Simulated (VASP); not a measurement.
Here is a VASP 6.6.1 calculation.

File INCAR:

```
PREC = Accurate ; ENCUT = 600
EDIFF = 1E-6 ; ISMEAR = -1
SIGMA = 0.05 ; LREAL = False
LASPH = True ; NELM = 60
ALGO = Normal ; ISIF = 3
LWAVE = False ; LCHARG = False
GGA = PS ; IBRION = 2
NSW = 100 ; EDIFFG = -0.01
```

File KPOINTS:

```
Automatic mesh
0
Gamma
  6 6 4
```

File POSCAR:

```
LaYH6
1.0
    3.3220432602     -0.0230265753      0.0150944229
   -0.0230265753      3.3745331585     -0.0267296709
    0.0303629879     -0.0537677181      6.7426807174
La Y H
1 1 6
Direct
   -0.0030702995      0.0357928256     -0.0160814135
   -0.0412324651      0.0118973578      0.4991533865
    0.5554138959      0.4673431691      0.0058018077
    0.4674591771      0.5056436047      0.5052107860
    0.5244137221     -0.0095897300      0.2619863186
    0.5057859156     -0.0130094483      0.7342829942
    0.0119722554      0.5598168610      0.2497214900
    0.0052826292      0.4918970360      0.7138748878
```

Potentials or basis: VASP PAW PBE potentials, release 64 (La, Y_sv, H).

Command:

```bash
$ cat potpaw_PBE.64/La/POTCAR potpaw_PBE.64/Y_sv/POTCAR potpaw_PBE.64/H/POTCAR > POTCAR
$ mpirun -np 1 vasp_std > vasp.out
```

Task: Predict the relaxed volume.

Result: 9.66 Å³/atom.

Task: Predict the relaxed cell.

Result: a = 3.374 Å, b = 3.376 Å, c = 6.785 Å, α = 90.02°, β = 90.00°, γ = 89.98°.

Task: Predict the band gap on the k mesh.

Result: 0.02 eV.

Task: Predict the space group after relaxing (to 0.1 Å).

Result: P4/mmm (No. 123).

Forces in eV/Å, atoms in the order of the input:
```
La  -0.004  0.002 -0.002
Y    0.005  0.001  0.002
H   -0.001 -0.007 -0.004
H    0.002  0.000  0.005
H   -0.005  0.000  0.000
H    0.000 -0.003  0.004
H    0.001 -0.002 -0.004
H    0.002  0.008 -0.001
```

Caveat: the PAW data sets were made with another functional, which shifts forces and pressure a little; spin-orbit coupling is left out, which moves the levels of the heavy elements. A k mesh can miss the band edges.
